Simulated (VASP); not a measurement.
A run of VASP 6.6.1:

INCAR

```
SYSTEM = InAs
PREC = Accurate ; ENCUT = 600
EDIFF = 1E-6 ; ISMEAR = -1
SIGMA = 0.05 ; LREAL = .FALSE.
LASPH = .TRUE. ; NELM = 80
ALGO = Normal ; ISIF = 3
LWAVE = .FALSE. ; LCHARG = .FALSE.
GGA = PS ; IBRION = 2
NSW = 80 ; EDIFFG = -0.005
```

KPOINTS

```
regular mesh
0
G
  8 8 8
  0 0 0
```

Contents of POSCAR:

```
InAs
1.0
    0.0000000000      3.0180000000      3.0180000000
    3.0180000000      0.0000000000      3.0180000000
    3.0180000000      3.0180000000      0.0000000000
In As
1 1
Direct
    0.0000000000      0.0000000000      0.0000000000
    0.7500000000      0.7500000000      0.7500000000
```

Potentials or basis: VASP PAW PBE potentials, release 64 (In_d, As).

Launch:

```console
$ cat potpaw_PBE.64/In_d/POTCAR potpaw_PBE.64/As/POTCAR > POTCAR
$ mpirun -np 1 vasp_std > vasp.out
```

Hardware: 1 thread of Intel Xeon 8259CL, on a shared host.

Problem. How long does it take, and how much memory?

Solution. Run time: 91 s on 1 thread of Intel Xeon 8259CL (shared host), peak memory 0.23 GiB. Counts: scf iterations 28, k points 29, ion steps 3.
